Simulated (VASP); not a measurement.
# In (Pmmm) in VASP: notebook

Runs on In. Level: PBE. Tasks: single point, relaxation of cell and atoms.

All numbers are computed with VASP 6.6.1; they aren't measurements. Logs are shortened: lines on timing, memory, paths and dates and some standing lists are left out, and cuts for length are marked.

### 1 The cell of the first run

It takes space group Pmmm (No. 47, orthorhombic). Conventional cell: a = 3.011 Å, b = 5.064 Å, c = 6.140 Å, α = 90.00°, β = 90.00°, γ = 90.00°. In (site symmetry mm2) has 6 In at 2.98 to 3.14 Å within 3.9 Å. Within 3.9 Å of In (site symmetry mmm) lie 6 In at 2.98 to 3.01 Å.

### 2 Single point, PBE

INCAR reads:

```
SYSTEM = In
PREC = Accurate
ENCUT = 520
EDIFF = 1E-7
ISMEAR = 0
SIGMA = 0.1
LREAL = .FALSE.
LASPH = .TRUE.
NELM = 80
ALGO = Normal
ISIF = 2
LWAVE = .FALSE.
LCHARG = .FALSE.
GGA = PE
NBANDS = 26
```

KPOINTS reads:

```
regular mesh
0
G
  6 4 4
  0 0 0
```

POSCAR reads:

```
In
1.0
    3.0112868100      0.0000000000      0.0000000000
    0.0000000000      5.0641323900      0.0000000000
    0.0000000000      0.0000000000      6.1403399700
In
3
Direct
    0.0000000000      0.0000000000      0.2558544800
    0.0000000000      0.0000000000      0.7441455200
    0.0000000000      0.5000000000      0.0000000000
```

Potentials or basis: VASP PAW PBE potentials, release 64 (In_d).

The run is started by

```sh
$ cat potpaw_PBE.64/In_d/POTCAR > POTCAR
$ mpirun -np 1 vasp_std > vasp.out
```

OUTCAR:

```text
SYSTEM = In
   PREC = Accurate
   ENCUT = 520
   EDIFF = 1E-7
   ISMEAR = 0
   LREAL = .FALSE.
   LASPH = .TRUE.
   NELM = 80
   ISIF = 2
   GGA = PE

 ion  position               nearest neighbor table
   1  0.000  0.000  0.256-   3 2.98   3 2.98   2 3.00   2 3.14
   2  0.000  0.000  0.744-   3 2.98   3 2.98   1 3.00   1 3.14
   3  0.000  0.500  0.000-   1 2.98   2 2.98   1 2.98   2 2.98

  LATTYP: Found a simple orthorhombic cell.
 ALAT       =     3.0112868100
 B/A-ratio  =     1.6817170564
 C/A-ratio  =     2.0391083140

  Lattice vectors:

 A1 = (   3.0112868100,   0.0000000000,   0.0000000000)
 A2 = (   0.0000000000,   5.0641323900,   0.0000000000)
 A3 = (   0.0000000000,   0.0000000000,   6.1403399700)

Analysis of symmetry for initial positions (statically):
=====================================================================
 Subroutine PRICEL returns:
 Original cell was already a primitive cell.

 Routine SETGRP: Setting up the symmetry group for a
 simple orthorhombic supercell.

 Subroutine GETGRP returns: Found  8 space group operations
 (whereof  8 operations were pure point group operations)
 out of a pool of  8 trial point group operations.

The static configuration has the point symmetry D_2h.

Analysis of symmetry for dynamics (positions and initial velocities):
=====================================================================
 Subroutine PRICEL returns:
 Original cell was already a primitive cell.

 Routine SETGRP: Setting up the symmetry group for a
 simple orthorhombic supercell.

 Subroutine GETGRP returns: Found  8 space group operations
 (whereof  8 operations were pure point group operations)
 out of a pool of  8 trial point group operations.

The dynamic configuration has the point symmetry D_2h.

 Subroutine INISYM returns: Found  8 space group operations
 (whereof  8 operations are pure point group operations),
 and found     1 'primitive' translations

----------------------------------------------------------------------------------------

                                     Primitive cell

  volume of cell :      93.6375

  direct lattice vectors                    reciprocal lattice vectors
     3.011286810  0.000000000  0.000000000     0.332083944  0.000000000  0.000000000
     0.000000000  5.064132390  0.000000000     0.000000000  0.197467191  0.000000000
     0.000000000  0.000000000  6.140339970     0.000000000  0.000000000  0.162857432

  length of vectors
     3.011286810  5.064132390  6.140339970     0.332083944  0.197467191  0.162857432

  position of ions in fractional coordinates (direct lattice)
     0.000000000  0.000000000  0.255854480
     0.000000000  0.000000000  0.744145520
     0.000000000  0.500000000  0.000000000

  ion indices of the primitive-cell ions
   primitive index   ion index
                 1           1
                 2           2
                 3           3

----------------------------------------------------------------------------------------

 KPOINTS: regular mesh

Automatic generation of k-mesh.
 Grid dimensions read from file:
 generate k-points for:    6    4    4

 Generating k-lattice:

  Cartesian coordinates                     Fractional coordinates (reciprocal lattice)
     0.055347324  0.000000000  0.000000000     0.166666667  0.000000000  0.000000000
     0.000000000  0.049366798  0.000000000     0.000000000  0.250000000  0.000000000
     0.000000000  0.000000000  0.040714358     0.000000000  0.000000000  0.250000000

  Length of vectors
     0.055347324  0.049366798  0.040714358

  Shift w.r.t. Gamma in fractional coordinates (k-lattice)
     0.000000000  0.000000000  0.000000000

 Subroutine IBZKPT returns following result:
 ===========================================

 Found     36 irreducible k-points:

 Following reciprocal coordinates:
            Coordinates               Weight
  0.000000  0.000000  0.000000      1.000000
  0.166667  0.000000  0.000000      2.000000
  0.333333  0.000000  0.000000      2.000000
  0.500000  0.000000  0.000000      1.000000
  0.000000  0.250000  0.000000      2.000000
  0.166667  0.250000  0.000000      4.000000
[... 16 lines left out ...]
  0.333333  0.500000  0.250000      4.000000
  0.500000  0.500000  0.250000      2.000000
 [... further k-points ...]
   k-points           NKPTS =     36   k-points in BZ     NKDIM =     36   number of bands    NBANDS=     26
   number of dos      NEDOS =    301   number of ions     NIONS =      3
   total plane-waves  NPLWV =  46080
   dimension x,y,z NGX =    24 NGY =   40 NGZ =   48
   dimension x,y,z NGXF=    48 NGYF=   80 NGZF=   96
   ions per type =               3
   NGX,Y,Z   is equivalent  to a cutoff of  13.25, 13.13, 13.00 a.u.
   NGXF,Y,Z  is equivalent  to a cutoff of  26.50, 26.26, 25.99 a.u.
 SYSTEM =  In
   PREC   = accura    normal or accurate (medium, high low for compatibility)
   ISTART =      0    job   : 0-new  1-cont  2-samecut
   ICHARG =      2    charge: 1-file 2-atom 10-const
   ISPIN  =      1    spin polarized calculation?
   LNONCOLLINEAR =      F non collinear calculations
   LSORBIT =      F    spin-orbit coupling
   LASPH  =      T    aspherical Exc in radial PAW
   ENCUT  =  520.0 eV  38.22 Ry    6.18 a.u.   5.60  9.42 11.42*2*pi/ulx,y,z
   NELM   =     80;   NELMIN=  2; NELMDL= -5     # of ELM steps
   EDIFF  = 0.1E-06   stopping-criterion for ELM
   LREAL  =      F    real-space projection
   EDIFFG = 0.1E-05   stopping-criterion for IOM
   NSW    =      0    number of steps for IOM
   IBRION =     -1    ionic relax: 0-MD 1-quasi-New 2-CG
   NFREE  =      0    steps in history (QN), initial steepest desc. (CG)
   ISIF   =      2    stress and relaxation
   ISYM   =      2    0-nonsym 1-usesym 2-fastsym
   POTIM  = 0.5000    time-step for ionic-motion
   TEBEG  =    0.0;   TEEND  =   0.0 temperature during run
   PSTRESS=    0.0 pullay stress
   NELECT =      39.0000    total number of electrons
   NUPDOWN=      -1.0000    fix difference up-down
   EMIN   =  10.00;   EMAX   =-10.00  energy-range for DOS
   EFERMI =   0.00;   METHOD = LEGACY
   ISMEAR =     0;   SIGMA  =   0.10  broadening in eV -4-tet -1-fermi 0-gaus
   EFERMI_NEDOS =   21; number of points for ismear=-14 and -15
   IALGO  =     38    algorithm
   IMIX   =      4    mixing-type and parameters
     AMIX     =   0.40;   BMIX     =  1.00
     AMIX_MAG =   1.60;   BMIX_MAG =  1.00
  volume/ion in A,a.u.               =      31.21       210.63
  Fermi-wavevector in a.u.,A,eV,Ry     =   1.222587  2.310355 20.336892  1.494719
  Thomas-Fermi vector in A             =   2.357729
   LORBIT       =      0    0 simple, 1 ext, 2 COOP (PROOUT), +10 PAW based schemes
   GGA     = PE    functional components
   LHFCALC =     F    Hartree Fock is set to
   AEXX    =    0.0000 exact exchange contribution
   IVDW    =     0    specifies the selected vdW correction
   LEPSILON=     F    determine dielectric tensor
   LRPA    =     F    only Hartree local field effects (RPA)
 non-spin polarized calculation
 Gauss-broadening in eV      SIGMA  =   0.10
  energy-cutoff  :      520.00
  volume of cell :       93.64
 maximum number of plane-waves:      2546
 NGX is ok and might be reduce to    24
   NGX = 11   NGY = 19   NGZ = 23

 number of electron      39.0000019 magnetization

 Free energy of the ion-electron system (eV)
  ---------------------------------------------------
  ext. energy  EPLUGINS =         0.00000000
  ---------------------------------------------------
  free energy    TOTEN  =        -7.06811788 eV

  energy without entropy =       -7.05631173  energy(sigma->0) =       -7.06221480

 E-fermi :   5.4942     XC(G=0):  -9.1493

 val. band max:        5.4903411175   @ k =   0.3333   0.2500   0.2500
 cond. band min:       5.5192134495   @ k =   0.5000   0.5000   0.0000
 fundamental gap:      0.0288723320
 Fermi energy:         5.4942064041

 k-point     1 :       0.0000    0.0000    0.0000
  band No.  band energies     occupation
      1      -9.5561      2.00000
      2      -9.3943      2.00000
      3      -9.3201      2.00000
      4      -9.2578      2.00000
      5      -9.1779      2.00000
      6      -9.1518      2.00000
[... 18 lines left out ...]
     25      13.2086      0.00000
     26      13.2979      0.00000

 k-point     2 :       0.1667    0.0000    0.0000
  band No.  band energies     occupation
      1      -9.4442      2.00000
      2      -9.3153      2.00000
      3      -9.2478      2.00000
      4      -9.1636      2.00000
      5      -9.1431      2.00000
      6      -9.0479      2.00000
[... 18 lines left out ...]
     25      10.8667      0.00000
     26      13.4786      0.00000

 k-point     3 :       0.3333    0.0000    0.0000
  band No.  band energies     occupation
      1      -9.3313      2.00000
      2      -9.2269      2.00000
      3      -9.2187      2.00000
      4      -9.1760      2.00000
      5      -9.1263      2.00000
      6      -9.1134      2.00000
[... 18 lines left out ...]
     25      10.4374      0.00000
     26      11.6403      0.00000

 k-point     4 :       0.5000    0.0000    0.0000
  band No.  band energies     occupation
      1      -9.3051      2.00000
      2      -9.2967      2.00000
      3      -9.2538      2.00000
      4      -9.2149      2.00000
      5      -9.1317      2.00000
      6      -9.1032      2.00000
[... 18 lines left out ...]
     25      10.7971      0.00000
     26      10.9761      0.00000

 k-point     5 :       0.0000    0.2500    0.0000
  band No.  band energies     occupation
      1      -9.5399      2.00000
      2      -9.4049      2.00000
      3      -9.3936      2.00000
      4      -9.2664      2.00000
      5      -9.1638      2.00000
      6      -9.1574      2.00000
[... 18 lines left out ...]
     25      13.5841      0.00000
     26      13.6128      0.00000

 k-point     6 :       0.1667    0.2500    0.0000
  band No.  band energies     occupation
      1      -9.4393      2.00000
      2      -9.3250      2.00000
      3      -9.3188      2.00000
      4      -9.2086      2.00000
      5      -9.0688      2.00000
      6      -9.0654      2.00000
[... 427 lines left out ...]
 k-point    21 :       0.0000    0.5000    0.2500
  band No.  band energies     occupation
      1      -9.4773      2.00000
      2      -9.4517      2.00000
      3      -9.4153      2.00000
      4      -9.2274      2.00000
      5      -9.2212      2.00000
      6      -9.0600      2.00000
[... 18 lines left out ...]
     25      12.8482      0.00000
     26      14.7056      0.00000

 k-point    22 :       0.1667    0.5000    0.2500
  band No.  band energies     occupation
      1      -9.4034      2.00000
      2      -9.3635      2.00000
      3      -9.3096      2.00000
      4      -9.1430      2.00000
      5      -9.1363      2.00000
      6      -9.0439      2.00000
[... 18 lines left out ...]
     25      12.2335      0.00000
     26      12.6496      0.00000

 k-point    23 :       0.3333    0.5000    0.2500
  band No.  band energies     occupation
      1      -9.3313      2.00000
      2      -9.2981      2.00000
      3      -9.2167      2.00000
      4      -9.1754      2.00000
      5      -9.1624      2.00000
      6      -9.0586      2.00000
[... 18 lines left out ...]
     25      12.1991      0.00000
     26      12.7672      0.00000

 k-point    24 :       0.5000    0.5000    0.2500
  band No.  band energies     occupation
      1      -9.3090      2.00000
      2      -9.2989      2.00000
      3      -9.2783      2.00000
      4      -9.2376      2.00000
      5      -9.1454      2.00000
      6      -9.1249      2.00000
[... 18 lines left out ...]
     25      11.4000      0.00000
     26      11.4434      0.00000

 [... further k-points ...]
[... 5 lines left out ...]
  --------------------------------------------------------------------------------------
  -------------------------------------------------------------------------------------
  Total        1.4992342      1.7889251      1.9619770      0.0000000      0.0000000      0.0000000
  in kB       25.6525460     30.6092831     33.5702756      0.0000000      0.0000000      0.0000000
  external PRESSURE =      29.9440349 kB  Pullay stress =       0.0000000 kB

 VOLUME and BASIS-vectors are now :
 -----------------------------------------------------------------------------
  energy-cutoff  :      520.00
  volume of cell :       93.64
      direct lattice vectors                 reciprocal lattice vectors
     3.011286810  0.000000000  0.000000000     0.332083944  0.000000000  0.000000000
     0.000000000  5.064132390  0.000000000     0.000000000  0.197467191  0.000000000
     0.000000000  0.000000000  6.140339970     0.000000000  0.000000000  0.162857432

 POSITION                                       TOTAL-FORCE (eV/Angst)
 -----------------------------------------------------------------------------------
      0.00000      0.00000      1.57103         0.000000      0.000000      0.432272
      0.00000      0.00000      4.56931        -0.000000     -0.000000     -0.432272
      0.00000      2.53207      0.00000         0.000000      0.000000      0.000000
 -----------------------------------------------------------------------------------
    total drift:                                0.000000     -0.000000      0.000000

  FREE ENERGIE OF THE ION-ELECTRON SYSTEM (eV)
  ---------------------------------------------------
  free  energy   TOTEN  =        -7.0681178834 eV

  energy  without entropy=       -7.0563117263  energy(sigma->0) =       -7.06221480
```

Wall time 42 s (1 thread of Intel Xeon 6975P-C (Granite Rapids), shared host); peak memory 0.22 GiB.

Results:

```yaml
Free_energy: -7.0681 eV
Pressure: 3.0 GPa
Largest_force: 0.432 eV/Å
```

Forces in eV/Å, atoms in the order of the input:
```
In   0.000  0.000  0.432
In   0.000  0.000 -0.432
In   0.000  0.000  0.000
```

Caveat: spin-orbit coupling is left out, which moves the levels of the heavy elements.

### 3 Single point, PBE

This run uses another cell than the first one, of 34.04 Å³/atom, 1.091 times its volume.

INCAR reads:

```
SYSTEM = In
PREC     = Accurate       ! precision mode
ENCUT    = 520            ! plane-wave cutoff, eV
EDIFF    = 1E-6           ! SCF threshold, eV
ISMEAR   = 0              ! smearing method
SIGMA    = 0.1            ! smearing width, eV
LREAL    = .False.        ! projectors in reciprocal space
LASPH    = .True.         ! aspherical terms in the spheres
NELM     = 60             ! most SCF steps
ALGO     = Normal         ! electronic algorithm
ISIF     = 2              ! what is computed and relaxed
LWAVE    = .False.        ! write WAVECAR
LCHARG   = .True.         ! write CHGCAR
GGA      = PE             ! functional
LELF     = .True.         ! ELF
LVHAR    = .True.       
NBANDS   = 26             ! bands
```

KPOINTS reads:

```
Automatic mesh
0
Gamma
  6 4 4
  0 0 0
```

POSCAR reads:

```
In
1.0
    3.0930734021      0.0000000000      0.0000000000
    0.0000000000      5.1716950536      0.0000000000
    0.0000000000      0.0000000000      6.3834191624
In
3
Direct
    0.0000000000      0.0000000000      0.2629637771
    0.0000000000      0.0000000000      0.7370362229
    0.0000000000      0.5000000000      0.0000000000
```

Potentials or basis: VASP PAW PBE potentials, release 64 (In_d).

The run is started by

```sh
$ cat potpaw_PBE.64/In_d/POTCAR > POTCAR
$ mpirun -np 1 vasp_std > vasp.out
```

OUTCAR:

```text
SYSTEM = In
   PREC = Accurate
   ENCUT = 520
   EDIFF = 1E-6
   ISMEAR = 0
   LREAL = .False.
   LASPH = .True.
   NELM = 60
   ISIF = 2
   GGA = PE

 ion  position               nearest neighbor table
   1  0.000  0.000  0.263-   2 3.03   3 3.08   3 3.08   2 3.36
   2  0.000  0.000  0.737-   1 3.03   3 3.08   3 3.08   1 3.36
   3  0.000  0.500  0.000-   1 3.08   2 3.08   1 3.08   2 3.08

  LATTYP: Found a simple orthorhombic cell.
 ALAT       =     3.0930734021
 B/A-ratio  =     1.6720246762
 C/A-ratio  =     2.0637787510

  Lattice vectors:

[... 881 lines left out ...]
     25      10.0806      0.00000
     26      10.3550      0.00000

 [... further k-points ...]
[... 5 lines left out ...]
  --------------------------------------------------------------------------------------
  -------------------------------------------------------------------------------------
  Total       -0.0404132     -0.1152165      0.0181260     -0.0000000      0.0000000      0.0000000
  in kB       -0.6340988     -1.8077930      0.2844050     -0.0000000      0.0000000      0.0000000
  external PRESSURE =      -0.7191623 kB  Pullay stress =       0.0000000 kB

 VOLUME and BASIS-vectors are now :
 -----------------------------------------------------------------------------
  energy-cutoff  :      520.00
  volume of cell :      102.11
      direct lattice vectors                 reciprocal lattice vectors
     3.093073402  0.000000000  0.000000000     0.323303029  0.000000000  0.000000000
     0.000000000  5.171695054  0.000000000     0.000000000  0.193360202  0.000000000
     0.000000000  0.000000000  6.383419162     0.000000000  0.000000000  0.156655857

 POSITION                                       TOTAL-FORCE (eV/Angst)
 -----------------------------------------------------------------------------------
      0.00000      0.00000      1.67861         0.000000      0.000000     -0.017955
      0.00000      0.00000      4.70481         0.000000      0.000000      0.017955
      0.00000      2.58585      0.00000         0.000000      0.000000      0.000000
 -----------------------------------------------------------------------------------
    total drift:                                0.000000     -0.000000      0.000000

  FREE ENERGIE OF THE ION-ELECTRON SYSTEM (eV)
  ---------------------------------------------------
  free  energy   TOTEN  =        -7.1604870150 eV

  energy  without entropy=       -7.1484651818  energy(sigma->0) =       -7.15447610
```

OSZICAR:

```text
N       E                     dE             d eps       ncg     rms          rms(c)
DAV:   1     0.344457484155E+03    0.34446E+03   -0.19056E+04  1872   0.189E+03
DAV:   2     0.228331116957E+02   -0.32162E+03   -0.31786E+03  1872   0.425E+02
DAV:   3    -0.622216036055E+01   -0.29055E+02   -0.28875E+02  2316   0.156E+02
DAV:   4    -0.719375287958E+01   -0.97159E+00   -0.97070E+00  2154   0.337E+01
DAV:   5    -0.723807554091E+01   -0.44323E-01   -0.44321E-01  2938   0.594E+00    0.391E+00
DAV:   6    -0.717161819200E+01    0.66457E-01   -0.13147E-01  2358   0.496E+00    0.191E+00
DAV:   7    -0.715949717364E+01    0.12121E-01   -0.70670E-02  2274   0.309E+00    0.389E-01
DAV:   8    -0.715996759920E+01   -0.47043E-03   -0.98205E-03  2166   0.122E+00    0.127E-01
DAV:   9    -0.716026077948E+01   -0.29318E-03   -0.93285E-04  2408   0.400E-01    0.117E-01
DAV:  10    -0.716044967573E+01   -0.18890E-03   -0.24161E-04  2414   0.162E-01    0.217E-02
DAV:  11    -0.716047310269E+01   -0.23427E-04   -0.38014E-05  2238   0.849E-02    0.133E-02
DAV:  12    -0.716048492894E+01   -0.11826E-04   -0.17727E-05  1720   0.360E-02    0.279E-03
DAV:  13    -0.716048684063E+01   -0.19117E-05   -0.44949E-06  1684   0.209E-02    0.159E-03
DAV:  14    -0.716048701505E+01   -0.17441E-06   -0.43256E-07  1404   0.527E-03
   1 F= -.71604870E+01 E0= -.71544761E+01  d E =-.120218E-01
```

Run time: 46 s. Hardware: 1 thread of Intel Xeon 6975P-C (Granite Rapids), shared host; peak memory 0.23 GiB.

What came out:

```
Free energy   : -7.1605 eV
Pressure      : -0.1 GPa
Largest force : 0.018 eV/Å
```

Forces in eV/Å, atoms in the order of the input:
```
In   0.000  0.000 -0.018
In   0.000  0.000  0.018
In   0.000  0.000  0.000
```

Stress tensor (GPa, compression positive):
```
-0.06  0.00  0.00
 0.00 -0.18  0.00
 0.00  0.00  0.03
```

Caveat: spin-orbit coupling is left out, which moves the levels of the heavy elements.

(Continued in part 2 of 2.)
